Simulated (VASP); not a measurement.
Set up this calculation in VASP 6.6.1, as the native input.

```
Task                   : single point
Functional             : PBE
Potentials or basis    : VASP PAW PBE potentials, release 64 (Ag, Sn_d, Se, I)
Cutoff                 : 520 eV
k mesh                 : 3 × 3 × 2
Occupations            : gaussian, width 0.15 eV
Spin                   : no spin polarisation
Dipole correction      : no
Further INCAR settings : ALGO = Normal; EDIFF = 1e-06; NBANDS = 42
```

The structure of AgSn2SeI3 lies in POSCAR:

```
AgSn2SeI3
1.0
    6.7426350757      0.0000000034      0.0000000000
   -3.3713175408      5.8392932624      0.0000000000
    0.0000000000      0.0000000000     10.3277797837
Ag Sn Se I
1 2 1 3
Direct
    0.0000000000      0.0000000000      0.0000000000
    0.0000000000      0.0000000000      0.2542776443
    0.0000000000      0.0000000000      0.7457223557
    0.0000000000      0.0000000000      0.5000000000
    0.5000000000      0.0000000000      0.0000000000
    0.0000000000      0.5000000000      0.0000000000
    0.5000000000      0.5000000000      0.0000000000
```

One way to write it, as run:

INCAR

```
SYSTEM = AgSn2SeI3
PREC = Accurate ; ENCUT = 520
EDIFF = 1E-6 ; ISMEAR = 0
SIGMA = 0.15 ; LREAL = .False.
LASPH = .True. ; NELM = 80
ALGO = Normal ; ISIF = 2
LWAVE = .False. ; LCHARG = .True.
GGA = PE ; LELF = .True.
LVHAR = .True. ; NBANDS = 42
```

KPOINTS

```
regular mesh
0
Gamma
  3 3 2
  0 0 0
```

Potentials or basis: VASP PAW PBE potentials, release 64 (Ag, Sn_d, Se, I).

Run with:

```console
$ cat potpaw_PBE.64/Ag/POTCAR potpaw_PBE.64/Sn_d/POTCAR potpaw_PBE.64/Se/POTCAR potpaw_PBE.64/I/POTCAR > POTCAR
$ mpirun -np 1 vasp_std > vasp.out
```

Results of the run:

* Pressure: 0.5 GPa
* Largest force: 0.024 eV/Å
* Band gap on the k mesh: zero (band 33 reaches 1.15 eV, above the bottom of band 34 at 0.95 eV)

Caveat: spin-orbit coupling is left out, which moves the levels of the heavy elements.

Run time: 110 s on 1 thread of Intel(R) Xeon(R) 6975P-C (Granite Rapids), on a shared host, peak memory 0.54 GiB.
